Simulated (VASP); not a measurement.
# SnSe (Fm-3m) in VASP: a series of runs

SnSe is run at these levels: PBEsol; tasks: vibrations by perturbation theory.

All numbers are computed with VASP 6.6.1; they aren't measurements. Logs are shortened: lines on timing, memory, paths and dates and some standing lists are left out, and cuts for length are marked.

## 1. The cell of the first run

Symmetry: Fm-3m, No. 225, cubic system. Conventional cell: a = 5.551 Å, b = 5.551 Å, c = 5.551 Å, α = 90.00°, β = 90.00°, γ = 90.00°. Sn (site symmetry m-3m) has 6 Se at 2.78 Å within 3.7 Å. Within 3.7 Å of Se (site symmetry m-3m) lie 6 Sn at 2.78 Å.

## 2. Vibrations by perturbation theory, PBEsol

Input file INCAR:

```
PREC     = Accurate       # precision mode
ENCUT    = 520            # plane-wave cutoff, eV
EDIFF    = 1E-8           # SCF threshold, eV
ISMEAR   = 0              # smearing method
SIGMA    = 0.01           # smearing width, eV
LREAL    = F              # projectors in reciprocal space
LASPH    = T              # aspherical terms in the spheres
NELM     = 100            # most SCF steps
ALGO     = Normal         # electronic algorithm
ISIF     = 2              # what is computed and relaxed
LWAVE    = F              # write WAVECAR
LCHARG   = F              # write CHGCAR
GGA      = PS             # functional
IBRION   = 8              # ionic algorithm
NSW      = 1              # ionic steps
```

Input file KPOINTS:

```
Automatic mesh
0
Gamma
  12 12 12
```

Input file POSCAR:

```
SnSe
1.0
    0.0000000000      2.7753959823      2.7753959823
    2.7753959823      0.0000000000      2.7753959823
    2.7753959823      2.7753959823      0.0000000000
Sn Se
1 1
Direct
    0.0000000000      0.0000000000      0.0000000000
    0.5000000000      0.5000000000      0.5000000000
```

Potentials or basis: VASP PAW PBE potentials, release 64 (Sn_d, Se).

Launch:

```sh
> cat potpaw_PBE.64/Sn_d/POTCAR potpaw_PBE.64/Se/POTCAR > POTCAR
> mpirun -np 1 vasp_std > vasp.out
```

OUTCAR:

```text
PREC = Accurate
   ENCUT = 520
   EDIFF = 1E-8
   ISMEAR = 0
   LREAL = F
   LASPH = T
   NELM = 100
   ISIF = 2
   GGA = PS
   IBRION = 8
   NSW = 1

 ion  position               nearest neighbor table
   1  0.000  0.000  0.000-   2 2.78   2 2.78   2 2.78   2 2.78   2 2.78   2 2.78
   2  0.500  0.500  0.500-   1 2.78   1 2.78   1 2.78   1 2.78   1 2.78   1 2.78

  LATTYP: Found a face centered cubic cell.
 ALAT       =     5.5507919646

  Lattice vectors:

 A1 = (   0.0000000000,   2.7753959823,   2.7753959823)
 A2 = (   2.7753959823,   0.0000000000,   2.7753959823)
 A3 = (   2.7753959823,   2.7753959823,   0.0000000000)

Analysis of symmetry for initial positions (statically):
=====================================================================
 Subroutine PRICEL returns:
 Original cell was already a primitive cell.

 Routine SETGRP: Setting up the symmetry group for a
 face centered cubic supercell.

 Subroutine GETGRP returns: Found 48 space group operations
[... 9 lines left out ...]

 Routine SETGRP: Setting up the symmetry group for a
 face centered cubic supercell.

 Subroutine GETGRP returns: Found 48 space group operations
[... 11 lines left out ...]
                                     Primitive cell

  volume of cell :      42.7568

  direct lattice vectors                    reciprocal lattice vectors
     0.000000000  2.775395982  2.775395982    -0.180154473  0.180154473  0.180154473
     2.775395982  0.000000000  2.775395982     0.180154473 -0.180154473  0.180154473
     2.775395982  2.775395982  0.000000000     0.180154473  0.180154473 -0.180154473

  length of vectors
     3.925002639  3.925002639  3.925002639     0.312036700  0.312036700  0.312036700

  position of ions in fractional coordinates (direct lattice)
     0.000000000  0.000000000  0.000000000
     0.500000000  0.500000000  0.500000000

  ion indices of the primitive-cell ions
   primitive index   ion index
                 1           1
                 2           2

----------------------------------------------------------------------------------------

 KPOINTS: Automatic mesh

Automatic generation of k-mesh.
 Grid dimensions read from file:
 generate k-points for:   12   12   12

 Generating k-lattice:

  Cartesian coordinates                     Fractional coordinates (reciprocal lattice)
    -0.015012873  0.015012873  0.015012873     0.083333333  0.000000000  0.000000000
     0.015012873 -0.015012873  0.015012873     0.000000000  0.083333333  0.000000000
     0.015012873  0.015012873 -0.015012873     0.000000000  0.000000000  0.083333333

  Length of vectors
     0.026003058  0.026003058  0.026003058

  Shift w.r.t. Gamma in fractional coordinates (k-lattice)
     0.000000000  0.000000000  0.000000000

 Subroutine IBZKPT returns following result:
 ===========================================

 Found     72 irreducible k-points:

 Following reciprocal coordinates:
            Coordinates               Weight
  0.000000  0.000000  0.000000      1.000000
  0.083333  0.000000  0.000000      8.000000
  0.166667  0.000000  0.000000      8.000000
  0.250000  0.000000  0.000000      8.000000
  0.333333  0.000000  0.000000      8.000000
  0.416667  0.000000  0.000000      8.000000
[... 16 lines left out ...]
  0.500000  0.166667  0.000000     24.000000
 -0.416667  0.166667  0.000000     24.000000
 [... further k-points ...]
   k-points           NKPTS =     72   k-points in BZ     NKDIM =     72   number of bands    NBANDS=     14
   number of dos      NEDOS =    301   number of ions     NIONS =      2
   total plane-waves  NPLWV =  27000
   dimension x,y,z NGX =    30 NGY =   30 NGZ =   30
   dimension x,y,z NGXF=    60 NGYF=   60 NGZF=   60
   ions per type =               1   1
   NGX,Y,Z   is equivalent  to a cutoff of  12.71, 12.71, 12.71 a.u.
[... 42 lines left out ...]
 non-spin polarized calculation
 Gauss-broadening in eV      SIGMA  =   0.01
  energy-cutoff  :      520.00
  volume of cell :       42.76
 maximum number of plane-waves:      1174
 NGX is ok and might be reduce to    30
   NGX = 15   NGY = 15   NGZ = 15

--------------------------------------- Ionic step        1  -------------------------------------------

 number of electron      20.0000003 magnetization

 Free energy of the ion-electron system (eV)
  ---------------------------------------------------
  ext. energy  EPLUGINS =         0.00000000
  ---------------------------------------------------
  free energy    TOTEN  =        -8.50477800 eV

  energy without entropy =       -8.50477800  energy(sigma->0) =       -8.50477800

 E-fermi :   8.8668     XC(G=0): -10.9171

 val. band max:        8.8209102286   @ k =  -0.2500   0.1667   0.0000
 cond. band min:       8.9278249616   @ k =  -0.4167   0.0833   0.0000
 fundamental gap:      0.1069147329
 Fermi energy:         8.8668133498

 k-point     1 :       0.0000    0.0000    0.0000
  band No.  band energies     occupation
      1     -13.1125      2.00000
      2     -13.1125      2.00000
      3     -13.0981      2.00000
      4     -13.0981      2.00000
      5     -13.0981      2.00000
      6      -7.3438      2.00000
      7       4.3504      2.00000
      8       5.5387      2.00000
      9       5.5387      2.00000
     10       5.5387      2.00000
     11      13.7125      0.00000
     12      13.7125      0.00000
     13      13.7125      0.00000
     14      13.9552      0.00000
[... 377 lines left out ...]
      1     -13.1515      2.00000
      2     -13.1293      2.00000
      3     -13.0897      2.00000
      4     -13.0710      2.00000
      5     -13.0639      2.00000
      6      -5.5964      2.00000
      7      -0.7589      2.00000
      8       3.8536      2.00000
      9       5.3318      2.00000
     10       7.4689      2.00000
     11      10.0519      0.00000
     12      10.3812      0.00000
     13      12.9466      0.00000
     14      16.2000      0.00000

 [... further k-points ...]
[... 5 lines left out ...]
  --------------------------------------------------------------------------------------
  -------------------------------------------------------------------------------------
  Total        4.8343064      4.8343064      4.8343064      0.0000000      0.0000000     -0.0000000
  in kB      181.1506495    181.1506495    181.1506495      0.0000000      0.0000000     -0.0000000
  external PRESSURE =     181.1506495 kB  Pullay stress =       0.0000000 kB

 VOLUME and BASIS-vectors are now :
 -----------------------------------------------------------------------------
  energy-cutoff  :      520.00
  volume of cell :       42.76
      direct lattice vectors                 reciprocal lattice vectors
     0.000000000  2.775395982  2.775395982    -0.180154473  0.180154473  0.180154473
     2.775395982  0.000000000  2.775395982     0.180154473 -0.180154473  0.180154473
     2.775395982  2.775395982  0.000000000     0.180154473  0.180154473 -0.180154473

 POSITION                                       TOTAL-FORCE (eV/Angst)
 -----------------------------------------------------------------------------------
      0.00000      0.00000      0.00000        -0.000000     -0.000000      0.000000
      2.77540      2.77540      2.77540         0.000000      0.000000     -0.000000
 -----------------------------------------------------------------------------------
    total drift:                               -0.000000      0.000000      0.000000

  FREE ENERGIE OF THE ION-ELECTRON SYSTEM (eV)
  ---------------------------------------------------
  free  energy   TOTEN  =        -8.5047780035 eV

  energy  without entropy=       -8.5047780035  energy(sigma->0) =       -8.50477800

[... ionic steps 2 to 3 ...]

--------------------------------------- Ionic step        4  -------------------------------------------

------------------------ aborting loop because EDIFF is reached ----------------------------------------

[... ionic steps 5 to 6 ...]

--------------------------------------- Ionic step        7  -------------------------------------------

 Free energy of the ion-electron system (eV)
  ---------------------------------------------------
  ---------------------------------------------------
  free energy    TOTEN  =        -0.08136534 eV

  energy without entropy =       -0.08136534

------------------------ aborting loop because EDIFF is reached ----------------------------------------

 INTERNAL STRAIN TENSOR  FOR ION    2  DIRECTION 1   (eV/Angst):
 -----------------------------------------------------------------------------
    -0.01912  0.00000 -0.00000
     0.00000  0.00922  0.00000
     0.00000  0.00000  0.00922

 INTERNAL STRAIN TENSOR FOR ION    2 for displacements in x,y,z  (eV/Angst):
          X           Y           Z          XY          YZ          ZX
  --------------------------------------------------------------------------------
  x     0.00000     0.00000     0.00000     0.00000     0.00000     0.00000
  y     0.00000     0.00000     0.00000     0.00000     0.00000     0.00000
  z     0.00000     0.00000     0.00000     0.00000     0.00000     0.00000

 SECOND DERIVATIVES (NOT SYMMETRIZED)
 ------------------------------------
               1X          1Y          1Z          2X          2Y          2Z
  1X    -3.338901    0.000000    0.000000    3.338901    0.000000    0.000000
  1Y     0.000000   -3.338901    0.000000    0.000000    3.338901    0.000000
  1Z     0.000000    0.000000   -3.338901    0.000000    0.000000    3.338901
  2X     3.313328    0.000000    0.000000   -3.313328    0.000000    0.000000
  2Y     0.000000    3.313328    0.000000    0.000000   -3.313328    0.000000
  2Z     0.000000    0.000000    3.313328    0.000000    0.000000   -3.313328

 Eigenvectors and eigenvalues of the dynamical matrix
 ----------------------------------------------------

   1 f  =    4.138808 THz    26.004899 2PiTHz  138.055782 cm-1    17.116728 meV
             X         Y         Z           dx          dy          dz
      0.000000  0.000000  0.000000     0.617073    0.143253    0.000000
      2.775396  2.775396  2.775396    -0.753713   -0.174974    0.000000
[... 21 lines left out ...]
   6 f/i=    0.007799 THz     0.049003 2PiTHz    0.260147 cm-1     0.032254 meV
             X         Y         Z           dx          dy          dz
      0.000000  0.000000  0.000000     0.000000    0.000000    0.773757
      2.775396  2.775396  2.775396     0.000000    0.000000    0.633483

--------------------------------------------------------------------------------------------------------

 ELASTIC MODULI CONTR FROM IONIC RELAXATION (kBar)
 Direction    XX          YY          ZZ          XY          YZ          ZX
 --------------------------------------------------------------------------------
 XX           0.0000      0.0000      0.0000      0.0000      0.0000      0.0000
 YY           0.0000      0.0000      0.0000      0.0000      0.0000      0.0000
 ZZ           0.0000      0.0000      0.0000      0.0000      0.0000      0.0000
 XY           0.0000      0.0000      0.0000      0.0000      0.0000      0.0000
 YZ           0.0000      0.0000      0.0000      0.0000      0.0000      0.0000
 ZX           0.0000      0.0000      0.0000      0.0000      0.0000      0.0000
 --------------------------------------------------------------------------------
```

Run time: 3.2 min. Hardware: 1 thread of Intel Xeon 6975P-C (Granite Rapids), shared host; peak memory 0.37 GiB.

What came out:

```yaml
Highest_phonon_frequency_at_Γ_LO-TO_splitting_left_out: 138 cm⁻¹
```

Phonon frequencies in cm⁻¹ (negative: imaginary):
```tsv
q point	frequencies
(0.000, 0.000, 0.000)	0 0 0 138 138 138
```

Caveat: the cell wasn't relaxed at this level first, which shifts response properties; the PAW data sets were made with another functional, which shifts forces and pressure a little; spin-orbit coupling is left out, which moves the levels of the heavy elements.

## 3. Vibrations by perturbation theory, PBEsol

This run uses another cell than the first one, of 19.14 Å³/atom, 0.895 times its volume.

Input file INCAR:

```
SYSTEM = SnSe
PREC     = Accurate       ! precision mode
ENCUT    = 520            ! plane-wave cutoff, eV
EDIFF    = 1E-8           ! SCF threshold, eV
ISMEAR   = -1             ! smearing method
SIGMA    = 0.15           ! smearing width, eV
LREAL    = .False.        ! projectors in reciprocal space
LASPH    = .True.         ! aspherical terms in the spheres
NELM     = 80             ! most SCF steps
ALGO     = Normal         ! electronic algorithm
ISIF     = 2              ! what is computed and relaxed
LWAVE    = .False.        ! write WAVECAR
LCHARG   = .False.        ! write CHGCAR
GGA      = PS             ! functional
IBRION   = 8              ! ionic algorithm
NSW      = 1              ! ionic steps
```

Input file KPOINTS:

```
regular mesh
0
Gamma
  14 14 14
  0 0 0
```

Input file POSCAR:

```
SnSe
1.0
    0.0000000000      2.6748266586      2.6748266586
    2.6748266586      0.0000000000      2.6748266586
    2.6748266586      2.6748266586      0.0000000000
Sn Se
1 1
Direct
    0.0000000000      0.0000000000      0.0000000000
    0.5000000000      0.5000000000      0.5000000000
```

Potentials or basis: VASP PAW PBE potentials, release 64 (Sn_d, Se).

Launch:

```sh
> cat potpaw_PBE.64/Sn_d/POTCAR potpaw_PBE.64/Se/POTCAR > POTCAR
> mpirun -np 1 vasp_std > vasp.out
```

OUTCAR:

```text
SYSTEM = SnSe
   PREC = Accurate
   ENCUT = 520
   EDIFF = 1E-8
   ISMEAR = -1
   LREAL = .False.
   LASPH = .True.
   NELM = 80
   ISIF = 2
   GGA = PS
   IBRION = 8
   NSW = 1

 ion  position               nearest neighbor table
   1  0.000  0.000  0.000-   2 2.67   2 2.67   2 2.67   2 2.67   2 2.67   2 2.67
   2  0.500  0.500  0.500-   1 2.67   1 2.67   1 2.67   1 2.67   1 2.67   1 2.67

  LATTYP: Found a face centered cubic cell.
 ALAT       =     5.3496533172

  Lattice vectors:

 A1 = (   0.0000000000,   2.6748266586,   2.6748266586)
 A2 = (   2.6748266586,   0.0000000000,   2.6748266586)
 A3 = (   2.6748266586,   2.6748266586,   0.0000000000)

Analysis of symmetry for initial positions (statically):
=====================================================================
 Subroutine PRICEL returns:
 Original cell was already a primitive cell.

 Routine SETGRP: Setting up the symmetry group for a
 face centered cubic supercell.
[... 635 lines left out ...]

 INTERNAL STRAIN TENSOR  FOR ION    2  DIRECTION 1   (eV/Angst):
 -----------------------------------------------------------------------------
    -0.01252  0.00000 -0.00000
     0.00000  0.00840 -0.00000
     0.00000 -0.00000  0.00840

 INTERNAL STRAIN TENSOR FOR ION    2 for displacements in x,y,z  (eV/Angst):
          X           Y           Z          XY          YZ          ZX
  --------------------------------------------------------------------------------
  x     0.00000     0.00000     0.00000     0.00000     0.00000     0.00000
  y     0.00000     0.00000     0.00000     0.00000     0.00000     0.00000
  z     0.00000     0.00000     0.00000     0.00000     0.00000     0.00000

 SECOND DERIVATIVES (NOT SYMMETRIZED)
 ------------------------------------
               1X          1Y          1Z          2X          2Y          2Z
  1X    -5.742254    0.000000    0.000000    5.742254    0.000000    0.000000
  1Y     0.000000   -5.742254    0.000000    0.000000    5.742254    0.000000
  1Z     0.000000    0.000000   -5.742254    0.000000    0.000000    5.742254
  2X     5.768502    0.000000    0.000000   -5.768502    0.000000    0.000000
  2Y     0.000000    5.768502    0.000000    0.000000   -5.768502    0.000000
  2Z     0.000000    0.000000    5.768502    0.000000    0.000000   -5.768502

 Eigenvectors and eigenvalues of the dynamical matrix
 ----------------------------------------------------

   1 f  =    5.447668 THz    34.228707 2PiTHz  181.714645 cm-1    22.529734 meV
             X         Y         Z           dx          dy          dz
      0.000000  0.000000  0.000000     0.000000    0.000000   -0.631158
      2.674827  2.674827  2.674827     0.000000    0.000000    0.775654
[... 21 lines left out ...]
   6 f/i=    0.006082 THz     0.038212 2PiTHz    0.202860 cm-1     0.025151 meV
             X         Y         Z           dx          dy          dz
      0.000000  0.000000  0.000000     0.708718   -0.143531   -0.280637
      2.674827  2.674827  2.674827     0.576691   -0.116792   -0.228357

--------------------------------------------------------------------------------------------------------

 ELASTIC MODULI CONTR FROM IONIC RELAXATION (kBar)
 Direction    XX          YY          ZZ          XY          YZ          ZX
 --------------------------------------------------------------------------------
 XX           0.0000      0.0000      0.0000      0.0000      0.0000      0.0000
 YY           0.0000      0.0000      0.0000      0.0000      0.0000      0.0000
 ZZ           0.0000      0.0000      0.0000      0.0000      0.0000      0.0000
 XY           0.0000      0.0000      0.0000      0.0000      0.0000      0.0000
 YZ           0.0000      0.0000      0.0000      0.0000      0.0000      0.0000
 ZX           0.0000      0.0000      0.0000      0.0000      0.0000      0.0000
 --------------------------------------------------------------------------------
```

stdout:

```text
POSCAR found type information on POSCAR SnSe
 POSCAR found :  2 types and       2 ions
 scaLAPACK will be used
 -----------------------------------------------------------------------------
|                                                                             |
|                                                                             |
|     You enforced a specific xc type in the INCAR file but a different       |
|     I HOPE YOU KNOW WHAT YOU ARE DOING!                                     |
|                                                                             |
 -----------------------------------------------------------------------------

 LDA part: xc-table for (Slater+PW92), standard interpolation
 POSCAR, INCAR and KPOINTS ok, starting setup
 FFT: planning ... GRIDC
 FFT: planning ... GRID_SOFT
 FFT: planning ... GRID
 WAVECAR not read
 entering main loop
 Linear response reoptimize wavefunctions to high precision
 Linear response DOF=           2
 Linear response progress:
 first order change of Fermi-energy   0.14390E-03
 force on displaced ion       1 direction 1 :  -5.742   0.000   0.000
 Linear response progress:
 first order change of Fermi-energy  -0.25406E-03
 force on displaced ion       2 direction 1 :  -5.769   0.000   0.000
 Linear response finished
```

Wall time 3.1 min (1 thread of Intel Xeon 6975P-C (Granite Rapids), shared host); peak memory 0.41 GiB.

What came out:

```
Highest phonon frequency at Γ, LO-TO splitting left out : 182 cm⁻¹
```

Phonon frequencies in cm⁻¹ (negative: imaginary):
```tsv
q point	frequencies
(0.000, 0.000, 0.000)	0 0 0 182 182 182
```

Caveat: the cell wasn't relaxed at this level first, which shifts response properties; the PAW data sets were made with another functional, which shifts forces and pressure a little; spin-orbit coupling is left out, which moves the levels of the heavy elements.

(Part 1 of 3 ends here.)
